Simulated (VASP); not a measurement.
# C3H8 in VASP: further runs

Runs on C3H8. Level: PBE+D3(BJ). Tasks: single point, relaxation of the atoms.

All numbers are computed with VASP 6.6.1; they aren't measurements. Logs are shortened: lines on timing, memory, paths and dates and some standing lists are left out, and cuts for length are marked.

## (1) The cell of the first run

The cell holds a molecule in a box, 11 atoms: a = 14.990 Å, b = 14.500 Å, c = 15.000 Å, α = 90.00°, β = 90.00°, γ = 90.00°.

## (2) Single point, PBE+D3(BJ)

Contents of INCAR:

```
SYSTEM = H8C3
PREC = Accurate ; ENCUT = 520
EDIFF = 1E-6 ; ISMEAR = 0
SIGMA = 0.005 ; LREAL = .False.
LASPH = .True. ; NELM = 100
ALGO = Normal ; ISIF = 2
LWAVE = .False. ; LCHARG = .False.
GGA = PE ; IVDW = 12
ISYM = 0 ; NBANDS = 21
```

Contents of KPOINTS:

```
regular mesh
0
Gamma
  1 1 1
  0 0 0
```

Contents of POSCAR:

```
H8C3
1.0
   14.9902669162      0.0000000000      0.0000000000
    0.0000000000     14.5000000000      0.0000000000
    0.0000000000      0.0000000000     15.0000000000
C H
3 8
Direct
    0.5679135586      0.5399674475      0.4719217487
    0.5032607532      0.4601338798      0.4875735936
    0.4106985064      0.4926008948      0.5164425624
    0.6340758391      0.5154541641      0.4512143662
    0.5429689218      0.5865327654      0.4196909431
    0.5765817977      0.5811841097      0.5328579120
    0.5308574247      0.4135085646      0.5385417799
    0.4975249043      0.4187980938      0.4262521172
    0.3650909259      0.4344081983      0.5274123301
    0.4142055106      0.5322830848      0.5788284835
    0.3806059734      0.5375976068      0.4656557909
```

Potentials or basis: VASP PAW PBE potentials, release 64 (C, H).

On the command line:

```console
$ cat potpaw_PBE.64/C/POTCAR potpaw_PBE.64/H/POTCAR > POTCAR
$ mpirun -np 1 vasp_gam > vasp.out
```

OUTCAR:

```text
SYSTEM = H8C3
   PREC = Accurate
   ENCUT = 520
   EDIFF = 1E-6
   ISMEAR = 0
   LREAL = .False.
   LASPH = .True.
   NELM = 100
   ISIF = 2
   GGA = PE
   IVDW = 12
   ISYM = 0
 IVDW          = 12

 ion  position               nearest neighbor table
   1  0.568  0.540  0.472-   4 1.10   5 1.10   6 1.10   2 1.53
   2  0.503  0.460  0.488-   7 1.10   8 1.10   3 1.53   1 1.53
   3  0.411  0.493  0.516-   9 1.10  11 1.10  10 1.10   2 1.53
   4  0.634  0.515  0.451-   1 1.10
   5  0.543  0.587  0.420-   1 1.10
   6  0.577  0.581  0.533-   1 1.10
   7  0.531  0.414  0.539-   2 1.10
   8  0.498  0.419  0.426-   2 1.10
   9  0.365  0.434  0.527-   3 1.10
  10  0.414  0.532  0.579-   3 1.10
  11  0.381  0.538  0.466-   3 1.10

IMPORTANT INFORMATION: All symmetrisations will be switched off!
NOSYMM: (Re-)initialisation of all symmetry stuff for point group C_1.

----------------------------------------------------------------------------------------

                                     Primitive cell

  volume of cell :    3260.3831

  direct lattice vectors                    reciprocal lattice vectors
    14.990266916  0.000000000  0.000000000     0.066709953  0.000000000  0.000000000
     0.000000000 14.500000000  0.000000000     0.000000000  0.068965517  0.000000000
     0.000000000  0.000000000 15.000000000     0.000000000  0.000000000  0.066666667

  length of vectors
    14.990266916 14.500000000 15.000000000     0.066709953  0.068965517  0.066666667

  position of ions in fractional coordinates (direct lattice)
     0.567913559  0.539967447  0.471921749
     0.503260753  0.460133880  0.487573594
     0.410698506  0.492600895  0.516442562
     0.634075839  0.515454164  0.451214366
     0.542968922  0.586532765  0.419690943
     0.576581798  0.581184110  0.532857912
     0.530857425  0.413508565  0.538541780
     0.497524904  0.418798094  0.426252117
     0.365090926  0.434408198  0.527412330
     0.414205511  0.532283085  0.578828483
     0.380605973  0.537597607  0.465655791

  ion indices of the primitive-cell ions
   primitive index   ion index
                 1           1
                 2           2
                 3           3
                 4           4
                 5           5
                 6           6
                 7           7
                 8           8
                 9           9
                10          10
                11          11

----------------------------------------------------------------------------------------

 KPOINTS: regular mesh

Automatic generation of k-mesh.
 Grid dimensions read from file:
 generate k-points for:    1    1    1

 Generating k-lattice:

  Cartesian coordinates                     Fractional coordinates (reciprocal lattice)
     0.066709953  0.000000000  0.000000000     1.000000000  0.000000000  0.000000000
     0.000000000  0.068965517  0.000000000     0.000000000  1.000000000  0.000000000
     0.000000000  0.000000000  0.066666667     0.000000000  0.000000000  1.000000000

  Length of vectors
     0.066709953  0.068965517  0.066666667

  Shift w.r.t. Gamma in fractional coordinates (k-lattice)
     0.000000000  0.000000000  0.000000000

 Subroutine IBZKPT returns following result:
 ===========================================

 Found      1 irreducible k-points:

 Following reciprocal coordinates:
            Coordinates               Weight
  0.000000  0.000000  0.000000      1.000000
   k-points           NKPTS =      1   k-points in BZ     NKDIM =      1   number of bands    NBANDS=     21
   number of dos      NEDOS =    301   number of ions     NIONS =     11
   total plane-waves  NPLWV = ******
   dimension x,y,z NGX =   112 NGY =  108 NGZ =  112
   dimension x,y,z NGXF=   224 NGYF=  216 NGZF=  224
   ions per type =               3   8
   NGX,Y,Z   is equivalent  to a cutoff of  12.42, 12.38, 12.41 a.u.
   NGXF,Y,Z  is equivalent  to a cutoff of  24.84, 24.76, 24.83 a.u.
 SYSTEM =  H8C3
   PREC   = accura    normal or accurate (medium, high low for compatibility)
   ISTART =      0    job   : 0-new  1-cont  2-samecut
   ICHARG =      2    charge: 1-file 2-atom 10-const
   ISPIN  =      1    spin polarized calculation?
   LNONCOLLINEAR =      F non collinear calculations
   LSORBIT =      F    spin-orbit coupling
   LASPH  =      T    aspherical Exc in radial PAW
   ENCUT  =  520.0 eV  38.22 Ry    6.18 a.u.  27.87 26.96 27.89*2*pi/ulx,y,z
   NELM   =    100;   NELMIN=  2; NELMDL= -5     # of ELM steps
   EDIFF  = 0.1E-05   stopping-criterion for ELM
   LREAL  =      F    real-space projection
   EDIFFG = 0.1E-04   stopping-criterion for IOM
   NSW    =      0    number of steps for IOM
   IBRION =     -1    ionic relax: 0-MD 1-quasi-New 2-CG
   NFREE  =      0    steps in history (QN), initial steepest desc. (CG)
   ISIF   =      2    stress and relaxation
   ISYM   =      0    0-nonsym 1-usesym 2-fastsym
   POTIM  = 0.5000    time-step for ionic-motion
   TEBEG  =    0.0;   TEEND  =   0.0 temperature during run
   PSTRESS=    0.0 pullay stress
   NELECT =      20.0000    total number of electrons
   NUPDOWN=      -1.0000    fix difference up-down
   EMIN   =  10.00;   EMAX   =-10.00  energy-range for DOS
   EFERMI =   0.00;   METHOD = LEGACY
   ISMEAR =     0;   SIGMA  =   0.01  broadening in eV -4-tet -1-fermi 0-gaus
   EFERMI_NEDOS =   21; number of points for ismear=-14 and -15
   IALGO  =     38    algorithm
   IMIX   =      4    mixing-type and parameters
     AMIX     =   0.40;   BMIX     =  1.00
     AMIX_MAG =   1.60;   BMIX_MAG =  1.00
  volume/ion in A,a.u.               =     296.40      2000.20
  Fermi-wavevector in a.u.,A,eV,Ry     =   0.299683  0.566319  1.221937  0.089810
  Thomas-Fermi vector in A             =   1.167306
   LORBIT       =      0    0 simple, 1 ext, 2 COOP (PROOUT), +10 PAW based schemes
   GGA     = PE    functional components
   LHFCALC =     F    Hartree Fock is set to
   AEXX    =    0.0000 exact exchange contribution
   IVDW    =    12    specifies the selected vdW correction
   LEPSILON=     F    determine dielectric tensor
   LRPA    =     F    only Hartree local field effects (RPA)
 non-spin polarized calculation
 Gauss-broadening in eV      SIGMA  =   0.01
  energy-cutoff  :      520.00
  volume of cell :     3260.38
 maximum number of plane-waves:     43851
 NGX is ok and might be reduce to   112
   NGX = 55   NGY = 53   NGZ = 55

 number of electron      20.0000000 magnetization

 Free energy of the ion-electron system (eV)
  ---------------------------------------------------
  ext. energy  EPLUGINS =         0.00000000
  ---------------------------------------------------
  free energy    TOTEN  =       -57.03841902 eV

  energy without entropy =      -57.03841902  energy(sigma->0) =      -57.03841902

 E-fermi :  -7.5539     XC(G=0):  -0.4196

 val. band max:       -7.6090858221   @ k =   0.0000   0.0000   0.0000
 cond. band min:      -0.4441620125   @ k =   0.0000   0.0000   0.0000
 fundamental gap:      7.1649238096
 Fermi energy:        -7.5538608010

 k-point     1 :       0.0000    0.0000    0.0000
  band No.  band energies     occupation
      1     -19.1427      2.00000
      2     -16.5594      2.00000
      3     -14.1166      2.00000
      4     -10.9709      2.00000
      5     -10.4781      2.00000
      6      -9.4918      2.00000
      7      -8.9840      2.00000
      8      -7.9712      2.00000
      9      -7.9150      2.00000
     10      -7.6091      2.00000
     11      -0.4442      0.00000
     12       0.2044      0.00000
     13       0.2303      0.00000
     14       0.2789      0.00000
     15       0.3194      0.00000
     16       0.5774      0.00000
     17       0.6524      0.00000
     18       0.9943      0.00000
     19       1.0083      0.00000
     20       1.0212      0.00000
     21       1.0381      0.00000

------------------------ aborting loop because EDIFF is reached ----------------------------------------

 Edisp (eV)   -0.16438

 E8    (eV) :    -0.0441

  FORCE on cell =-STRESS in cart. coord.  units (eV):
  Direction    XX          YY          ZZ          XY          YZ          ZX
  --------------------------------------------------------------------------------------
  -------------------------------------------------------------------------------------
  Total      -0.03293    -0.03433    -0.03751     0.00037    -0.00012    -0.00151
  in kB      -0.01618    -0.01687    -0.01843     0.00018    -0.00006    -0.00074
  external pressure =       -0.02 kB  Pullay stress =        0.00 kB

 VOLUME and BASIS-vectors are now :
 -----------------------------------------------------------------------------
  energy-cutoff  :      520.00
  volume of cell :     3260.38
      direct lattice vectors                 reciprocal lattice vectors
    14.990266916  0.000000000  0.000000000     0.066709953  0.000000000  0.000000000
     0.000000000 14.500000000  0.000000000     0.000000000  0.068965517  0.000000000
     0.000000000  0.000000000 15.000000000     0.000000000  0.000000000  0.066666667

 POSITION                                       TOTAL-FORCE (eV/Angst)
 -----------------------------------------------------------------------------------
      8.51318      7.82953      7.07883         0.003561      0.003725     -0.000722
      7.54401      6.67194      7.31360         0.001657     -0.005565     -0.001057
      6.15648      7.14271      7.74664        -0.004949      0.000968      0.001910
      9.50497      7.47409      6.76822         0.021698     -0.006448     -0.006696
      8.13925      8.50473      6.29536        -0.007227      0.015095     -0.016882
      8.64312      8.42717      7.99287         0.003535      0.013511      0.019175
      7.95769      5.99587      8.07813         0.009342     -0.016158      0.016331
      7.45803      6.07257      6.39378        -0.001449     -0.014463     -0.020085
      5.47281      6.29892      7.91118        -0.015708     -0.017538      0.003854
      6.20905      7.71810      8.68243        -0.000015      0.012513      0.019915
      5.70539      7.79517      6.98484        -0.010446      0.014358     -0.015743
 -----------------------------------------------------------------------------------
    total drift:                               -0.000172      0.000016      0.000265

  FREE ENERGIE OF THE ION-ELECTRON SYSTEM (eV)
  ---------------------------------------------------
  free  energy   TOTEN  =       -57.2027954823 eV

  energy  without entropy=      -57.2027954823  energy(sigma->0) =      -57.20279548
```

It took 4.3 min on 1 thread of Intel Xeon Platinum 8375C at 2.90GHz (Ice Lake), shared host; peak memory 1.8 GiB.

What came out:

```yaml
Free_energy: -57.2028 eV
Largest_force: 0.025 eV/Å
Gap_between_the_frontier_levels: 7.16 eV
Dispersion_energy_per_atom: -0.015 eV
```

Forces in eV/Å, atoms in the order of the input:
```
C    0.004  0.004 -0.001
C    0.002 -0.006 -0.001
C   -0.005  0.001  0.002
H    0.022 -0.006 -0.007
H   -0.007  0.015 -0.017
H    0.004  0.014  0.019
H    0.009 -0.016  0.016
H   -0.001 -0.014 -0.020
H   -0.016 -0.018  0.004
H    0.000  0.013  0.020
H   -0.010  0.014 -0.016
```

(Continued in part 2 of 2.)
